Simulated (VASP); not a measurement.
A run of VASP 6.6.1 is set up as follows.

The input INCAR:

```
ALGO = Normal
EDIFF = 1E-6
ENCUT = 520
GGA = RE
ISIF = 2
ISMEAR = -1
LASPH = T
LCHARG = F
LREAL = F
LWAVE = F
NBANDS = 8
NELM = 100
PREC = Accurate
SIGMA = 0.1
```

The input KPOINTS:

```
k-points
0
Gamma
  16 16 16
```

Contents of POSCAR:

```
B
1.0
    1.8918842930      0.0000000000      0.0000000000
    0.0000000000      1.8918842930      0.0000000000
    0.0000000000      0.0000000000      1.8918842930
B
1
Direct
    0.0000000000      0.0000000000      0.0000000000
```

Potentials or basis: VASP PAW PBE potentials, release 64 (B).

Command:

```console
$ cat potpaw_PBE.64/B/POTCAR > POTCAR
$ mpirun -np 1 vasp_std > vasp.out
```

(1) Predict the pressure.

## Answers

(1) -0.1 GPa.

Caveat: the PAW data sets were made with another functional, which shifts forces and pressure a little.
